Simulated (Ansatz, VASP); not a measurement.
GaB in VASP and in Ansatz

The input POSCAR:

```
GaB
1.0
    2.7182400000      0.0000000000      0.0000000000
    0.0000000000      2.7182400000      0.0000000000
    0.0000000000      0.0000000000      3.2362100000
Ga B
1 1
Direct
    0.5000000000      0.5000000000      0.5000000000
    0.0000000000      0.0000000000      0.0000000000
```

The input INCAR.step1:

```
SYSTEM = GaB
  PREC = Accurate
  ENCUT = 520
  ISMEAR = -1
  SIGMA = 0.05
  LREAL = .FALSE.
  LASPH = .TRUE.
  NELM = 80
  NBANDS = 15
  GGA = PE
  ALGO = Normal
  EDIFF = 1E-4
  LWAVE = .TRUE.
  LCHARG = .FALSE.
```

INCAR.step2

```
SYSTEM = GaB
  PREC = Accurate
  ENCUT = 520
  EDIFF = 1E-7
  ISMEAR = -1
  SIGMA = 0.05
  LREAL = .FALSE.
  LASPH = .TRUE.
  NELM = 80
  ALGO = Normal
  ISIF = 2
  LWAVE = .FALSE.
  LCHARG = .TRUE.
  METAGGA = R2SCAN
  LMIXTAU = .TRUE.
  LELF = .TRUE.
  LVHAR = .TRUE.
  NBANDS = 15
  ISTART = 1
```

File KPOINTS:

```
regular mesh
0
G
  7 7 6
  0 0 0
```

The input input.yaml:

```yaml
crystal:
  lattice:
    - [2.71824, 0.0, 0.0]
    - [0.0, 2.71824, 0.0]
    - [0.0, 0.0, 3.23621]
  atoms:
    - { symbol: Ga, position: [0.5, 0.5, 0.5] }
    - { symbol: B, position: [0.0, 0.0, 0.0] }
hamiltonian:
  xc: r2scan
  pseudopotentials: { kind: paw }
kpoints:
  mp_grid: { grid: [7, 7, 6] }
  band_path:
    path:
      - [[0.0, 0.0, 0.0], [0.0, 0.5, 0.0], [0.5, 0.5, 0.0], [0.0, 0.0, 0.0], [0.0, 0.0, 0.5], [0.0, 0.5, 0.5], [0.5, 0.5, 0.5], [0.0, 0.0, 0.5]]
      - [[0.0, 0.5, 0.0], [0.0, 0.5, 0.5]]
      - [[0.5, 0.5, 0.0], [0.5, 0.5, 0.5]]
    npoints: 14
scf:
  occupations: { method: fermi_dirac, width: 0.05 }
  n_extra_bands: 6
output:
  forces: true
  stress: true
  eigenvalues: true
  fatbands: false
  write_density: true
  write_potential: true
  elf: true
  volumetric_format: npy
```

Alike in both runs: functional r2SCAN; k mesh 7 × 7 × 6; occupations fermi-dirac, width 0.05 eV; no spin polarisation.

|  | VASP | Ansatz |
| --- | --- | --- |
| version | VASP 6.6.1 | Ansatz 0.2.0 |
| potentials or method | VASP PAW PBE potentials, release 64 (Ga_d, B) | Ansatz PAW |
| plane-wave cutoff (eV) | 520 | 500 |
| valence electrons in the cell | 16 | 16 |
| task | single point | band structure |

|  | VASP | Ansatz | Ansatz less VASP |
| --- | --- | --- | --- |
| gap on the k mesh at the Fermi level (eV) | none | none | - |
| pressure (GPa) | -1.8 | -2.0 | -0.19 |
| traceless stress, the component that is largest in VASP (GPa) | 3.79 | 3.93 | +0.137 |

VASP's potentials were made for PBE, not for r2SCAN. A gap of «none» marks a metal or a gap that the smearing closes.
